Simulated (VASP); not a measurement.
# WC (P-6m2) in VASP: further runs

Runs on WC. Level: PBE. Tasks: single point, relaxation of cell and atoms.

Everything below comes from runs of VASP 6.6.1. Logs are shortened: lines on timing, memory, paths and dates and some standing lists are left out, and cuts for length are marked.

### Step 1. The cell of the first run

The structure is hexagonal, space group P-6m2 (No. 187). Conventional cell: a = 2.901 Å, b = 2.901 Å, c = 2.829 Å, α = 90.00°, β = 90.00°, γ = 120.00°. Within 2.9 Å of W (site symmetry -6m2) lie 6 C at 2.19 Å and 2 W at 2.83 Å. C (site symmetry -6m2) has 6 W at 2.19 Å and 2 C at 2.83 Å within 2.9 Å.

### Step 2. Single point, PBE

The input, INCAR:

```
PREC     = Accurate       # precision mode
ENCUT    = 520            # plane-wave cutoff, eV
EDIFF    = 1E-7           # SCF threshold, eV
ISMEAR   = 0              # smearing method
SIGMA    = 0.1            # smearing width, eV
LREAL    = F              # projectors in reciprocal space
LASPH    = T              # aspherical terms in the spheres
NELM     = 60             # most SCF steps
ALGO     = Normal         # electronic algorithm
ISIF     = 2              # what is computed and relaxed
LWAVE    = F              # write WAVECAR
LCHARG   = T              # write CHGCAR
GGA      = PE             # functional
LELF     = T              # ELF
LVHAR    = T            
NBANDS   = 16             # bands
```

The input, KPOINTS:

```
regular mesh
0
Gamma
  6 6 6
```

The input, POSCAR:

```
WC
1.0
    2.9005014200      0.0000000000      0.0000000000
   -1.4502507100      2.5119079100      0.0000000000
    0.0000000000      0.0000000000      2.8290000000
W C
1 1
Direct
    0.0000000000      0.0000000000      0.0000000000
    0.6666666700      0.3333333300      0.5000000000
```

Potentials or basis: VASP PAW PBE potentials, release 64 (W_sv, C).

Run with:

```
$ cat potpaw_PBE.64/W_sv/POTCAR potpaw_PBE.64/C/POTCAR > POTCAR
$ mpirun -np 1 vasp_std > vasp.out
```

OUTCAR:

```text
PREC = Accurate
   ENCUT = 520
   EDIFF = 1E-7
   ISMEAR = 0
   LREAL = F
   LASPH = T
   NELM = 60
   ISIF = 2
   GGA = PE

 ion  position               nearest neighbor table
   1  0.000  0.000  0.000-   2 2.19   2 2.19   2 2.19   2 2.19   2 2.19   2 2.19
   2  0.667  0.333  0.500-   1 2.19   1 2.19   1 2.19   1 2.19   1 2.19   1 2.19

  LATTYP: Found a hexagonal cell.
 ALAT       =     2.9005014200
 C/A-ratio  =     0.9753486002

  Lattice vectors:

 A1 = (   2.9005014200,   0.0000000000,   0.0000000000)
 A2 = (  -1.4502507100,   2.5119079100,   0.0000000000)
 A3 = (   0.0000000000,   0.0000000000,   2.8290000000)

Analysis of symmetry for initial positions (statically):
=====================================================================
 Subroutine PRICEL returns:
 Original cell was already a primitive cell.

 Routine SETGRP: Setting up the symmetry group for a
 hexagonal supercell.

 Subroutine GETGRP returns: Found 12 space group operations
 (whereof 12 operations were pure point group operations)
 out of a pool of 24 trial point group operations.

The static configuration has the point symmetry D_3h.

Analysis of symmetry for dynamics (positions and initial velocities):
=====================================================================
 Subroutine PRICEL returns:
 Original cell was already a primitive cell.

 Routine SETGRP: Setting up the symmetry group for a
 hexagonal supercell.

 Subroutine GETGRP returns: Found 12 space group operations
 (whereof 12 operations were pure point group operations)
 out of a pool of 24 trial point group operations.

The dynamic configuration has the point symmetry D_3h.

 Subroutine INISYM returns: Found 12 space group operations
 (whereof 12 operations are pure point group operations),
 and found     1 'primitive' translations

----------------------------------------------------------------------------------------

                                     Primitive cell

  volume of cell :      20.6115

  direct lattice vectors                    reciprocal lattice vectors
     2.900501420  0.000000000  0.000000000     0.344767975  0.199051883  0.000000000
    -1.450250710  2.511907910  0.000000000     0.000000000  0.398103766  0.000000000
     0.000000000  0.000000000  2.829000000     0.000000000  0.000000000  0.353481796

  length of vectors
     2.900501420  2.900501417  2.829000000     0.398103766  0.398103766  0.353481796

  position of ions in fractional coordinates (direct lattice)
     0.000000000  0.000000000  0.000000000
     0.666666670  0.333333330  0.500000000

  ion indices of the primitive-cell ions
   primitive index   ion index
                 1           1
                 2           2

----------------------------------------------------------------------------------------

 KPOINTS: regular mesh

Automatic generation of k-mesh.
 Grid dimensions read from file:
 generate k-points for:    6    6    6

 Generating k-lattice:

  Cartesian coordinates                     Fractional coordinates (reciprocal lattice)
     0.057461329  0.033175314  0.000000000     0.166666667 -0.000000000  0.000000000
     0.000000000  0.066350628  0.000000000     0.000000000  0.166666667  0.000000000
     0.000000000  0.000000000  0.058913633     0.000000000  0.000000000  0.166666667

  Length of vectors
     0.066350628  0.066350628  0.058913633

  Shift w.r.t. Gamma in fractional coordinates (k-lattice)
     0.000000000  0.000000000  0.000000000

 Subroutine IBZKPT returns following result:
 ===========================================

 Found     28 irreducible k-points:

 Following reciprocal coordinates:
            Coordinates               Weight
  0.000000  0.000000  0.000000      1.000000
  0.166667  0.000000  0.000000      6.000000
  0.333333  0.000000  0.000000      6.000000
  0.500000  0.000000  0.000000      3.000000
  0.166667  0.166667  0.000000      6.000000
  0.333333  0.166667  0.000000     12.000000
[... 16 lines left out ...]
  0.166667  0.000000  0.500000      6.000000
  0.333333  0.000000  0.500000      6.000000
 [... further k-points ...]
   k-points           NKPTS =     28   k-points in BZ     NKDIM =     28   number of bands    NBANDS=     16
   number of dos      NEDOS =    301   number of ions     NIONS =      2
   total plane-waves  NPLWV =  13824
   dimension x,y,z NGX =    24 NGY =   24 NGZ =   24
   dimension x,y,z NGXF=    48 NGYF=   48 NGZF=   48
   ions per type =               1   1
   NGX,Y,Z   is equivalent  to a cutoff of  13.76, 13.76, 14.10 a.u.
   NGXF,Y,Z  is equivalent  to a cutoff of  27.51, 27.51, 28.21 a.u.
 SYSTEM =  unknown system
   PREC   = accura    normal or accurate (medium, high low for compatibility)
   ISTART =      0    job   : 0-new  1-cont  2-samecut
   ICHARG =      2    charge: 1-file 2-atom 10-const
   ISPIN  =      1    spin polarized calculation?
   LNONCOLLINEAR =      F non collinear calculations
   LSORBIT =      F    spin-orbit coupling
   LASPH  =      T    aspherical Exc in radial PAW
   ENCUT  =  520.0 eV  38.22 Ry    6.18 a.u.   5.39  5.39  5.26*2*pi/ulx,y,z
   NELM   =     60;   NELMIN=  2; NELMDL= -5     # of ELM steps
   EDIFF  = 0.1E-06   stopping-criterion for ELM
   LREAL  =      F    real-space projection
   EDIFFG = 0.1E-05   stopping-criterion for IOM
   NSW    =      0    number of steps for IOM
   IBRION =     -1    ionic relax: 0-MD 1-quasi-New 2-CG
   NFREE  =      0    steps in history (QN), initial steepest desc. (CG)
   ISIF   =      2    stress and relaxation
   ISYM   =      2    0-nonsym 1-usesym 2-fastsym
   POTIM  = 0.5000    time-step for ionic-motion
   TEBEG  =    0.0;   TEEND  =   0.0 temperature during run
   PSTRESS=    0.0 pullay stress
   NELECT =      18.0000    total number of electrons
   NUPDOWN=      -1.0000    fix difference up-down
   EMIN   =  10.00;   EMAX   =-10.00  energy-range for DOS
   EFERMI =   0.00;   METHOD = LEGACY
   ISMEAR =     0;   SIGMA  =   0.10  broadening in eV -4-tet -1-fermi 0-gaus
   EFERMI_NEDOS =   21; number of points for ismear=-14 and -15
   IALGO  =     38    algorithm
   IMIX   =      4    mixing-type and parameters
     AMIX     =   0.40;   BMIX     =  1.00
     AMIX_MAG =   1.60;   BMIX_MAG =  1.00
  volume/ion in A,a.u.               =      10.31        69.55
  Fermi-wavevector in a.u.,A,eV,Ry     =   1.564813  2.957068 33.315762  2.448639
  Thomas-Fermi vector in A             =   2.667381
   LORBIT       =      0    0 simple, 1 ext, 2 COOP (PROOUT), +10 PAW based schemes
   GGA     = PE    functional components
   LHFCALC =     F    Hartree Fock is set to
   AEXX    =    0.0000 exact exchange contribution
   IVDW    =     0    specifies the selected vdW correction
   LEPSILON=     F    determine dielectric tensor
   LRPA    =     F    only Hartree local field effects (RPA)
 non-spin polarized calculation
 Gauss-broadening in eV      SIGMA  =   0.10
  energy-cutoff  :      520.00
  volume of cell :       20.61
 maximum number of plane-waves:       580
 NGX is ok and might be reduce to    24
   NGX = 11   NGY = 11   NGZ = 11

 number of electron      18.0000001 magnetization

 Free energy of the ion-electron system (eV)
  ---------------------------------------------------
  ext. energy  EPLUGINS =         0.00000000
  ---------------------------------------------------
  free energy    TOTEN  =       -22.43098464 eV

  energy without entropy =      -22.42746279  energy(sigma->0) =      -22.42922372

 E-fermi :  11.4315     XC(G=0): -13.8377

 val. band max:       11.2759604378   @ k =   0.0000   0.0000   0.0000
 cond. band min:      11.4317741400   @ k =   0.0000   0.0000   0.1667
 fundamental gap:      0.1558137022
 Fermi energy:        11.4314776734

 k-point     1 :       0.0000    0.0000    0.0000
  band No.  band energies     occupation
      1     -62.8177      2.00000
      2     -26.7975      2.00000
      3     -26.6940      2.00000
      4     -26.6940      2.00000
      5      -3.3232      2.00000
      6       6.8232      2.00000
[... 8 lines left out ...]
     15      25.5950      0.00000
     16      27.9743      0.00000

 k-point     2 :       0.1667    0.0000    0.0000
  band No.  band energies     occupation
      1     -62.8027      2.00000
      2     -26.9111      2.00000
      3     -26.7692      2.00000
      4     -26.7434      2.00000
      5      -2.6207      2.00000
      6       6.4547      2.00000
[... 8 lines left out ...]
     15      24.9120      0.00000
     16      29.4206      0.00000

 k-point     3 :       0.3333    0.0000    0.0000
  band No.  band energies     occupation
      1     -62.7727      2.00000
      2     -27.3259      2.00000
      3     -26.8408      2.00000
      4     -26.7122      2.00000
      5      -1.0006      2.00000
      6       4.8602      2.00000
[... 8 lines left out ...]
     15      26.1909      0.00000
     16      27.9515      0.00000

 k-point     4 :       0.5000    0.0000    0.0000
  band No.  band energies     occupation
      1     -62.7576      2.00000
      2     -27.5246      2.00000
      3     -26.8888      2.00000
      4     -26.6834      2.00000
      5       0.0423      2.00000
      6       4.1139      2.00000
[... 8 lines left out ...]
     15      24.0928      0.00000
     16      29.3787      0.00000
[... 324 lines left out ...]
 k-point    22 :       0.0000    0.0000    0.5000
  band No.  band energies     occupation
      1     -62.7754      2.00000
      2     -27.5586      2.00000
      3     -26.6246      2.00000
      4     -26.6246      2.00000
      5       0.7503      2.00000
      6       2.4819      2.00000
[... 8 lines left out ...]
     15      23.0915      0.00000
     16      28.5140      0.00000

 k-point    23 :       0.1667    0.0000    0.5000
  band No.  band energies     occupation
      1     -62.7607      2.00000
      2     -27.5154      2.00000
      3     -26.8283      2.00000
      4     -26.6708      2.00000
      5       0.5082      2.00000
      6       3.3411      2.00000
[... 8 lines left out ...]
     15      24.5686      0.00000
     16      28.1004      0.00000

 k-point    24 :       0.3333    0.0000    0.5000
  band No.  band energies     occupation
      1     -62.7314      2.00000
      2     -27.4277      2.00000
      3     -27.2197      2.00000
      4     -26.7620      2.00000
      5       0.0508      2.00000
      6       4.5615      2.00000
[... 8 lines left out ...]
     15      25.0603      0.00000
     16      28.3676      0.00000

 [... further k-points ...]
[... 5 lines left out ...]
  --------------------------------------------------------------------------------------
  -------------------------------------------------------------------------------------
  Total        1.2994995      1.2994995      1.1374963      0.0000000      0.0000000     -0.0000000
  in kB      101.0129244    101.0129241     88.4200633      0.0000000      0.0000000     -0.0000000
  external PRESSURE =      96.8153039 kB  Pullay stress =       0.0000000 kB

 VOLUME and BASIS-vectors are now :
 -----------------------------------------------------------------------------
  energy-cutoff  :      520.00
  volume of cell :       20.61
      direct lattice vectors                 reciprocal lattice vectors
     2.900501420  0.000000000  0.000000000     0.344767975  0.199051883  0.000000000
    -1.450250710  2.511907910  0.000000000     0.000000000  0.398103766  0.000000000
     0.000000000  0.000000000  2.829000000     0.000000000  0.000000000  0.353481796

 POSITION                                       TOTAL-FORCE (eV/Angst)
 -----------------------------------------------------------------------------------
      0.00000      0.00000      0.00000        -0.000000      0.000000      0.000000
      1.45025      0.83730      1.41450         0.000000      0.000000      0.000000
 -----------------------------------------------------------------------------------
    total drift:                               -0.000003      0.000002     -0.000000

  FREE ENERGIE OF THE ION-ELECTRON SYSTEM (eV)
  ---------------------------------------------------
  free  energy   TOTEN  =       -22.4309846370 eV

  energy  without entropy=      -22.4274627934  energy(sigma->0) =      -22.42922372
```

Run time: 3.9 s. Hardware: 1 thread of Intel Xeon 6975P-C (Granite Rapids), shared host; peak memory 0.14 GiB.

Results:

```yaml
Free_energy: -22.4310 eV
Pressure: 9.7 GPa
Band_gap_on_the_k_mesh: zero (band 9 reaches 11.80 eV, above the bottom of band 10 at 10.58 eV)
```

Stress tensor (GPa, compression positive):
```
10.10  0.00  0.00
 0.00 10.10  0.00
 0.00  0.00  8.84
```

Caveat: the k points lie up to 0.42 Å⁻¹ apart; spin-orbit coupling is left out, which moves the levels of the heavy elements.

### Step 3. Single point, PBE

This run uses another cell than the first one, of 10.54 Å³/atom, 1.022 times its volume.

The input, INCAR:

```
SYSTEM = WC
ALGO     = Normal         ! electronic algorithm
EDIFF    = 1E-7           ! SCF threshold, eV
ENCUT    = 520            ! plane-wave cutoff, eV
GGA      = PE             ! functional
ISIF     = 2              ! what is computed and relaxed
ISMEAR   = 0              ! smearing method
LASPH    = .True.         ! aspherical terms in the spheres
LCHARG   = .True.         ! write CHGCAR
LELF     = .True.         ! ELF
LREAL    = .False.        ! projectors in reciprocal space
LVHAR    = .True.       
LWAVE    = .False.        ! write WAVECAR
NBANDS   = 16             ! bands
NELM     = 60             ! most SCF steps
PREC     = Accurate       ! precision mode
SIGMA    = 0.1            ! smearing width, eV
```

The input, KPOINTS:

```
k-points
0
Gamma
  6 6 6
  0 0 0
```

The input, POSCAR:

```
WC
1.0
    2.9260641909      0.0000000000      0.0000000000
   -1.4630320954      2.5340459224      0.0000000000
    0.0000000000      0.0000000000      2.8416869127
W C
1 1
Direct
    0.0000000000      0.0000000000      0.0000000000
    0.6666666667      0.3333333333      0.5000000000
```

Potentials or basis: VASP PAW PBE potentials, release 64 (W_sv, C).

Run with:

```
$ cat potpaw_PBE.64/W_sv/POTCAR potpaw_PBE.64/C/POTCAR > POTCAR
$ mpirun -np 1 vasp_std > vasp.out
```

It took 4 s on 1 thread of Intel Xeon 6975P-C (Granite Rapids), shared host; peak memory 0.14 GiB.

The run converged. Its results:

| Quantity | Value |
| --- | --- |
| Free energy | -22.4463 eV |
| Pressure | 0.9 GPa |
| Band gap on the k mesh | zero (band 9 reaches 11.52 eV, above the bottom of band 10 at 10.30 eV) |

Stress tensor (GPa, compression positive):
```
0.73 0.00 0.00
0.00 0.73 0.00
0.00 0.00 1.19
```

Levels at points of the mesh, in eV from the Fermi level:
```
           k point  band 6  band 7  band 8  band 9  band 10  band 11  band 12  band 13
(0.00, 0.00, 0.00)   -4.47   -3.55   -3.55   -0.11     2.92     2.92     5.31     5.31
(0.50, 0.00, 0.00)   -7.22   -3.75   -3.74   -0.74     2.07     4.16     4.48     6.54
(0.00, 0.00, 0.50)   -8.79   -2.27   -2.27   -0.81    -0.81     3.44     4.21     4.21
(0.50, 0.00, 0.50)   -6.61   -4.52   -4.39    0.02     4.05     4.96     6.25     8.78
```

Caveat: the k points lie up to 0.41 Å⁻¹ apart; spin-orbit coupling is left out, which moves the levels of the heavy elements.

(Continued in part 2 of 2.)
